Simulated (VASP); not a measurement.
Write the native input for VASP 6.6.1 that does the following.

| Property | Result |
| --- | --- |
| Task | single point |
| Functional | PBE |
| Potentials or basis | VASP PAW PBE potentials, release 64 (In_d) |
| Cutoff | 520 eV |
| k mesh | 8 × 8 × 10 |
| Occupations | fermi-dirac, width 0.1 eV |
| Spin | no spin polarisation |
| Dipole correction | no |
| Further INCAR settings | ALGO = Normal; EDIFF = 1e-06; NBANDS = 26 |

The structure of In lies in POSCAR:

```
In
1.0
    5.2234020650      0.0000000000      0.0000000000
   -2.6117010325      4.5235988825      0.0000000000
    0.0000000000      0.0000000000      3.1927938294
In
3
Direct
    0.0000000000      0.0000000000      0.0000000000
    0.3333333333      0.6666666667      0.5000000000
    0.6666666667      0.3333333333      0.5000000000
```

These files were run (other wordings do the same):

INCAR

```
SYSTEM = In
  ALGO = Normal
  EDIFF = 1E-6
  ENCUT = 520
  GGA = PE
  ISIF = 2
  ISMEAR = -1
  LASPH = .True.
  LCHARG = .True.
  LELF = .True.
  LREAL = .False.
  LVHAR = .True.
  LWAVE = .False.
  NBANDS = 26
  NELM = 60
  PREC = Accurate
  SIGMA = 0.1
```

KPOINTS

```
k-points
0
Gamma
  8 8 10
  0 0 0
```

Potentials or basis: VASP PAW PBE potentials, release 64 (In_d).

Run with:

```sh
$ cat potpaw_PBE.64/In_d/POTCAR > POTCAR
$ mpirun -np 1 vasp_std > vasp.out
```

It gave:

```yaml
Pressure: 4.6 GPa
```

Run time: 47 s on 1 thread of Intel(R) Xeon(R) 6975P-C (Granite Rapids) (shared host), peak memory 0.23 GiB.
